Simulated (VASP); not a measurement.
**Lu: single point with PBEsol**

Lu:

```
CELL_PARAMETERS angstrom
1.73397 1.73397 1.73397
-1.73397 1.73397 1.73397
-1.73397 -1.73397 1.73397
ATOMIC_POSITIONS crystal
Lu 0.00000 0.00000 0.00000
```

- Program: VASP 6.6.1
- Task: single point
- Functional: PBEsol
- Potentials or basis: VASP PAW PBE potentials, release 64 (Lu)
- Cutoff: 520 eV
- k mesh: 6 × 6 × 6
- Occupations: gaussian, width 0.05 eV
- Spin: no spin polarisation

```
Pressure : 20.6 GPa
```

Levels at points of the mesh, in eV from the Fermi level:
```tsv
k point	band 9	band 10	band 11	band 12	band 13	band 14	band 15	band 16
(0.00, 0.00, 0.00)	-4.58	-4.58	-4.58	-4.52	2.42	2.42	2.42	5.53
(0.50, 0.00, 0.00)	-4.59	-4.59	-4.55	-3.33	-0.08	1.99	5.52	6.78
(0.50, 0.50, 0.50)	-4.56	-4.56	-4.56	-2.74	-2.74	8.50	8.50	8.50
```

Wall time 7.4 s on 1 thread of Intel(R) Xeon(R) Platinum 8259CL CPU @ 2.50GHz (Skylake/Cascade Lake), on a shared host, peak memory 0.15 GiB.

Caveat: the k points lie up to 0.43 Å⁻¹ apart; the PAW data sets were made with another functional, which shifts forces and pressure a little; spin-orbit coupling is left out, which moves the levels of the heavy elements.
